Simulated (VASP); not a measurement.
Input of a VASP 6.6.1 run:

File INCAR:

```
  PREC = Accurate
  ENCUT = 520
  EDIFF = 1E-8
  ISMEAR = -1
  SIGMA = 0.03
  LREAL = False
  LASPH = True
  NELM = 100
  ALGO = Normal
  ISIF = 2
  LWAVE = False
  LCHARG = False
  GGA = CA
  LEFG = True
  NBANDS = 26
```

KPOINTS

```
Automatic mesh
0
Gamma
  14 14 14
```

File POSCAR:

```
NbP
1.0
   -1.6749232544      1.6749232544      5.7401081759
    1.6749232544     -1.6749232544      5.7401081759
    1.6749232544      1.6749232544     -5.7401081759
Nb P
2 2
Direct
    0.4998808000      0.4998808000      0.0000000000
    0.2498808000      0.7498808000      0.5000000000
    0.0827477700      0.0827477700      0.0000000000
    0.8327477700      0.3327477700      0.5000000000
```

Potentials or basis: VASP PAW LDA potentials, release 64 (Nb_sv, P).

Run with:

```sh
$ cat potpaw_LDA.64/Nb_sv/POTCAR potpaw_LDA.64/P/POTCAR > POTCAR
$ mpirun -np 1 vasp_std > vasp.out
```

Problem. Predict the pressure.

Solution. -9.5 GPa.

Problem. Estimate the band gap on the k mesh.

Solution. Zero (bands 18 and 19 overlap by 0.16 eV).

Problem. Estimate the largest force.

Solution. 0.013 eV/Å.

Forces on the atoms (eV/Å):
```
Nb   0.000  0.000  0.013
Nb   0.000  0.000  0.013
P    0.000  0.000 -0.013
P    0.000  0.000 -0.013
```

Caveat: the cell stands under tension; without QUAD_EFG the Cq values of the log hold for a quadrupole moment of 1 mb, not for the nuclei.
